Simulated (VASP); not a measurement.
Crystal: BP.

```
CELL_PARAMETERS angstrom
0.00000 2.29886 2.29886
2.29886 0.00000 2.29886
2.29886 2.29886 0.00000
ATOMIC_POSITIONS crystal
P 0.75000 0.75000 0.75000
B 0.00000 0.00000 0.00000
```

Base run:

- Program: VASP 6.6.1
- Functional: RPBE
- Potentials or basis: VASP PAW PBE potentials, release 64 (P, B)
- Cutoff: 520 eV
- k mesh: 10 × 10 × 10
- Occupations: fermi-dirac, width 0.05 eV
- Spin: no spin polarisation

Its results: band gap on the k mesh 1.31 eV, indirect (least direct gap 3.34 eV); pressure -2.7 GPa.

Task: The run is repeated on the same cell with these changes: functional from RPBE to BLYP. What comes out?

Result: Band gap on the k mesh 1.58 eV, indirect (least direct gap 3.52 eV); pressure -0.3 GPa.

Caveats: the PAW data sets were made with another functional, which shifts forces and pressure a little.

A k mesh can miss the band edges.
